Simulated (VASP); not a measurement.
Set up this calculation in VASP 6.6.1, as the native input.

```
Task                   : relaxation of shape and atoms at fixed volume
Functional             : LDA
Potentials or basis    : VASP PAW LDA potentials, release 64 (Ta_pv, N)
Cutoff                 : 600 eV
k mesh                 : 15 × 15 × 10
Occupations            : gaussian, width 0.1 eV
Spin                   : no spin polarisation
Dipole correction      : no
Further INCAR settings : ALGO = Fast; EDIFF = 1e-06; IBRION = 2; EDIFFG = -0.01; NSW = 50; ISIF = 4
```

The structure of Ta2N lies in POSCAR:

```
Ta2N
1.0
    3.1268622431     -0.0000000029      0.0000000000
   -1.5634311190      2.7079421381      0.0000000000
    0.0000000000      0.0000000000      4.8658358272
Ta N
2 1
Direct
    0.6666666667      0.3333333333      0.7488587060
    0.3333333333      0.6666666667      0.2511412940
    0.0000000000      0.0000000000      0.0000000000
```

These files were run (other wordings do the same):

INCAR

```
PREC = Accurate
ENCUT = 600
EDIFF = 1E-6
ISMEAR = 0
SIGMA = 0.1
LREAL = F
LASPH = T
NELM = 80
ALGO = Fast
ISIF = 4
LWAVE = F
LCHARG = F
GGA = CA
IBRION = 2
NSW = 50
EDIFFG = -0.01
```

KPOINTS

```
Automatic mesh
0
Gamma
  15 15 10
```

Potentials or basis: VASP PAW LDA potentials, release 64 (Ta_pv, N).

Run with:

```sh
$ cat potpaw_LDA.64/Ta_pv/POTCAR potpaw_LDA.64/N/POTCAR > POTCAR
$ mpirun -np 1 vasp_std > vasp.out
```

It gave:

| Quantity | Value |
| --- | --- |
| Energy gained by relaxing | 0.5 meV/atom |
| Ionic steps | 4 |
| Pressure after relaxing | -14.0 GPa |
| Band gap on the k mesh | zero (an odd number of electrons rules out a gap without spin polarisation) |

Caveat: spin-orbit coupling is left out, which moves the levels of the heavy elements.

Run time: 7.5 min on 1 thread of Oxide Virtual Turin-like Processor, on a shared host, peak memory 0.28 GiB.
